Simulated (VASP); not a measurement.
# LiCl (I4/mmm) in VASP: a series of runs, part 2 of 2

VASP 6.6.1.

**4. Single point, r2SCAN (strain +0.000 along x and y, -0.050 along z)**

POSCAR reads:

```
LiCl
1.0
    0.0000000000      2.5647600000      2.4365220000
    2.5647600000      0.0000000000      2.4365220000
    2.5647600000      2.5647600000      0.0000000000
Li Cl
1 1
Direct
    0.0000000000      0.0000000000      0.0000000000
    0.5000000000      0.5000000000      0.5000000000
```

INCAR.step1 reads:

```
SYSTEM = LiCl
  ALGO = Normal
  EDIFF = 1E-4
  ENCUT = 520
  GGA = PE
  ISMEAR = 0
  LASPH = .True.
  LCHARG = .False.
  LREAL = .False.
  LWAVE = .True.
  NBANDS = 12
  NELM = 60
  PREC = Accurate
  SIGMA = 0.05
```

INCAR.step2 reads:

```
SYSTEM = LiCl
  ALGO = Normal
  EDIFF = 1E-6
  ENCUT = 520
  ISIF = 2
  ISMEAR = 0
  ISTART = 1
  LASPH = .True.
  LCHARG = .True.
  LELF = .True.
  LMIXTAU = .True.
  LREAL = .False.
  LVHAR = .True.
  LWAVE = .False.
  METAGGA = R2SCAN
  NBANDS = 12
  NELM = 60
  PREC = Accurate
  SIGMA = 0.05
```

KPOINTS reads:

```
k-points
0
Gamma
  8 8 8
  0 0 0
```

Potentials or basis: VASP PAW PBE potentials, release 64 (Li_sv, Cl).

Started as:

```bash
> cat potpaw_PBE.64/Li_sv/POTCAR potpaw_PBE.64/Cl/POTCAR > POTCAR
> cp INCAR.step1 INCAR
> mpirun -np 1 vasp_std > vasp.out
> cp INCAR.step2 INCAR
> mpirun -np 1 vasp_std > vasp.out
```

OUTCAR:

```text
SYSTEM = LiCl
   EDIFF = 1E-6
   ENCUT = 520
   ISIF = 2
   ISMEAR = 0
   ISTART = 1
   LASPH = .True.
   LREAL = .False.
   METAGGA = R2SCAN
   NELM = 60
   PREC = Accurate

 ion  position               nearest neighbor table
   1  0.000  0.000  0.000-   2 2.44   2 2.44   2 2.56   2 2.56   2 2.56   2 2.56
   2  0.500  0.500  0.500-   1 2.44   1 2.44   1 2.56   1 2.56   1 2.56   1 2.56

  LATTYP: Found a body centered tetragonal cell.
 ALAT       =     3.6271183762
 C/A-ratio  =     1.3435028843

  Lattice vectors:

 A1 = (   0.0000000000,  -2.5647600000,  -2.4365220000)
 A2 = (   0.0000000000,   2.5647600000,  -2.4365220000)
 A3 = (   2.5647600000,   0.0000000000,   2.4365220000)

Analysis of symmetry for initial positions (statically):
=====================================================================
 Subroutine PRICEL returns:
 Original cell was already a primitive cell.

 Routine SETGRP: Setting up the symmetry group for a
 body centered tetragonal supercell.

 Subroutine GETGRP returns: Found 16 space group operations
 (whereof 16 operations were pure point group operations)
 out of a pool of 16 trial point group operations.

The static configuration has the point symmetry D_4h.

[... 169 lines left out ...]
  band No.  band energies     occupation
      1     -44.1525      2.00000
      2     -13.5887      2.00000
      3       0.4690      2.00000
      4       0.6387      2.00000
      5       0.6387      2.00000
      6       8.2244      0.00000
      7      13.1532      0.00000
      8      13.1533      0.00000
      9      13.6098      0.00000
     10      15.6896      0.00000
     11      16.3991      0.00000
     12      16.4000      0.00000
[... 331 lines left out ...]
 k-point    24 :       0.3750    0.0000    0.1250
  band No.  band energies     occupation
      1     -44.1497      2.00000
      2     -13.0609      2.00000
      3      -1.7720      2.00000
      4       0.0363      2.00000
      5       0.1330      2.00000
      6       9.2318      0.00000
      7      10.9404      0.00000
      8      12.3701      0.00000
      9      12.9451      0.00000
     10      16.1998      0.00000
     11      17.9066      0.00000
     12      19.0915      0.00000

 [... further k-points ...]
[... 5 lines left out ...]
  --------------------------------------------------------------------------------------
  -------------------------------------------------------------------------------------
  Total        0.0744081      0.0744081      0.6354843      0.0000000      0.0000000      0.0000000
  in kB        3.7190927      3.7190927     31.7630073      0.0000000      0.0000000      0.0000000
  external PRESSURE =      13.0670642 kB  Pullay stress =       0.0000000 kB

 VOLUME and BASIS-vectors are now :
 -----------------------------------------------------------------------------
  energy-cutoff  :      520.00
  volume of cell :       32.05
      direct lattice vectors                 reciprocal lattice vectors
     0.000000000  2.564760000  2.436522000    -0.194950015  0.194950015  0.205210542
     2.564760000  0.000000000  2.436522000     0.194950015 -0.194950015  0.205210542
     2.564760000  2.564760000  0.000000000     0.194950015  0.194950015 -0.205210542

 POSITION                                       TOTAL-FORCE (eV/Angst)
 -----------------------------------------------------------------------------------
      0.00000      0.00000      0.00000         0.000000      0.000000      0.000000
      2.56476      2.56476      2.43652        -0.000000      0.000000      0.000000
 -----------------------------------------------------------------------------------
    total drift:                                0.000000      0.000000      0.000000

  FREE ENERGIE OF THE ION-ELECTRON SYSTEM (eV)
  ---------------------------------------------------
  free  energy   TOTEN  =       -12.5757976832 eV

  energy  without entropy=      -12.5757976832  energy(sigma->0) =      -12.57579768
```

OSZICAR.step1:

```text
N       E                     dE             d eps       ncg     rms          rms(c)
DAV:   1     0.406775962220E+02    0.40678E+02   -0.42060E+03  1416   0.775E+02
DAV:   2    -0.506374669752E+01   -0.45741E+02   -0.43872E+02  1800   0.147E+02
DAV:   3    -0.736330401373E+01   -0.22996E+01   -0.22927E+01  1900   0.336E+01
DAV:   4    -0.742535711480E+01   -0.62053E-01   -0.62035E-01  1920   0.545E+00
DAV:   5    -0.742601102351E+01   -0.65391E-03   -0.65390E-03  1904   0.534E-01    0.246E+00
DAV:   6    -0.735876660338E+01    0.67244E-01   -0.13970E-01  1820   0.177E+00    0.176E+00
DAV:   7    -0.735991619685E+01   -0.11496E-02   -0.48073E-02  2124   0.117E+00    0.941E-01
DAV:   8    -0.736369623552E+01   -0.37800E-02   -0.59331E-03  1676   0.531E-01    0.154E-01
DAV:   9    -0.736365403455E+01    0.42201E-04   -0.17304E-04  1800   0.917E-02
   1 F= -.73636540E+01 E0= -.73636540E+01  d E =-.105704E-16
```

Wall time 3.1 min (1 thread of Intel Xeon 8259CL, shared host); peak memory 0.17 GiB.

What came out:

```
Free energy            : -12.5758 eV
Band gap on the k mesh : 7.53 eV (least direct gap 7.59 eV)
```

Levels at points of the mesh, in eV from the valence-band top:
```
           k point  band 1  band 2  band 3  band 4  band 5  band 6  band 7  band 8  band 9  band 10
(0.00, 0.00, 0.00)  -44.79  -14.23   -0.17    0.00    0.00    7.59   12.51   12.51   12.97    15.05
(0.50, 0.00, 0.00)  -44.79  -13.58   -3.11   -0.42   -0.28    7.53   10.06   10.55   14.72    17.92
(0.50, 0.50, 0.00)  -44.79  -13.22   -3.22   -1.39   -1.39    8.63    8.79   14.54   15.55    15.55
(0.50, 0.00, 0.50)  -44.79  -13.32   -3.24   -1.40   -1.03    8.90    8.92   13.75   15.35    16.60
```

Caveat: the cell differs from its parent crystal (strain +0.000 along x and y, -0.050 along z); the cutoff is under 1.25 times the usual one of these potentials, so pressure, stress and relaxed cells hold a basis-set (Pulay) error; the PAW data sets were made with another functional, which shifts forces and pressure a little. A k mesh can miss the band edges.

**5. The runs side by side**

| cell | gap on the mesh (eV) |
| --- | --- |
| a = 3.584, b = 3.584, c = 3.446 Å, angles 61.3, 61.3, 57.5°, 2 atoms | 7.48 |
| a = 3.632, b = 3.632, c = 3.446 Å, angles 61.7, 61.7, 56.6°, 2 atoms | 7.43 |
| a = 3.538, b = 3.538, c = 3.627 Å, angles 59.2, 59.2, 61.7°, 2 atoms | 7.53 |

Alike in all rows: task single point; level r2SCAN; potentials or basis VASP PAW PBE potentials, release 64 (Li_sv, Cl); no spin polarisation; k mesh 8 × 8 × 8; cutoff (eV) 520; smearing gaussian 0.05 eV.

Caveats: the cutoff is under 1.25 times the usual one of these potentials, so pressure, stress and relaxed cells hold a basis-set (Pulay) error; the PAW data sets were made with another functional, which shifts forces and pressure a little.

Total energies depend on the potentials used, so only differences within one code and one set of settings carry meaning.
